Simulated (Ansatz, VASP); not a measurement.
One calculation of InBSe2, two programs

The input INCAR:

```
SYSTEM = InBSe2
ALGO     = Normal         ! electronic algorithm
EDIFF    = 1E-6           ! SCF threshold, eV
EDIFFG   = -0.01          ! ionic threshold
ENCUT    = 600            ! plane-wave cutoff, eV
GGA      = PE             ! functional
IBRION   = 2              ! ionic algorithm
ISIF     = 3              ! what is computed and relaxed
ISMEAR   = 0              ! smearing method
LASPH    = .TRUE.         ! aspherical terms in the spheres
LCHARG   = .FALSE.        ! write CHGCAR
LREAL    = .FALSE.        ! projectors in reciprocal space
LWAVE    = .FALSE.        ! write WAVECAR
NELM     = 100            ! most SCF steps
NSW      = 100            ! ionic steps
PREC     = Accurate       ! precision mode
SIGMA    = 0.1            ! smearing width, eV
```

File KPOINTS:

```
k-points
0
G
  12 12 8
  0 0 0
```

The input POSCAR:

```
InBSe2
1.0
    3.8784240315      0.0000000000      0.0000000000
    0.0000000000      3.8784240315      0.0000000000
    0.0000000000      0.0000000000      5.4388728066
In B Se
1 1 2
Direct
    0.0000000000      0.0000000000      0.0000000000
    0.5000000000      0.5000000000      0.5000000000
    0.0000000000      0.0000000000      0.5000000000
    0.5000000000      0.5000000000      0.0000000000
```

Input for Ansatz:

```yaml
crystal:
  lattice:
    - [3.8784240315, 0.0, 0.0]
    - [0.0, 3.8784240315, 0.0]
    - [0.0, 0.0, 5.4388728066]
  atoms:
    - { symbol: In, position: [0.0, 0.0, 0.0] }
    - { symbol: B, position: [0.5, 0.5, 0.5] }
    - { symbol: Se, position: [0.0, 0.0, 0.5] }
    - { symbol: Se, position: [0.5, 0.5, 0.0] }
basis:
  ecutwfc: 420
kpoints:
  mp_grid: { grid: [12, 12, 8] }
hamiltonian:
  xc: pbe
scf:
  occupations: { method: gaussian, width: 0.1 }
output:
  forces: true
  stress: true
  eigenvalues: true
relax:
  adjacent_minimum: "off"
  f_tol: 0.01
  max_steps: 80
  cell: { stress_tol: 0.05 }
```

Alike in both runs: task relaxation of cell and atoms; functional PBE; k mesh 12 × 12 × 8; occupations gaussian, width 0.1 eV; no spin polarisation.

|  | VASP | Ansatz |
| --- | --- | --- |
| version | VASP 6.6.1 | Ansatz 0.2.0 |
| potentials or method | VASP PAW PBE potentials, release 64 (In_d, B, Se), cutoff 600 eV | scalar-relativistic, plane waves, PAW |
| valence electrons in the cell | 28 | 48 |

|  | VASP | Ansatz | Ansatz less VASP |
| --- | --- | --- | --- |
| gap on the k mesh at the Fermi level, each at its own relaxed structure (eV) | none | none | - |
| relaxed volume (Å³/atom) | 20.50 | 20.48 | -0.023 |
| relaxed length of the cell vector where the two differ most in proportion (Å) | 3.909 | 3.907 | -0.0025 |

A gap of «none» marks a metal or a gap that the smearing closes. VASP's potentials hold 28 valence electrons a cell and Ansatz's 48, so a difference there can come from the potentials and not from the codes.
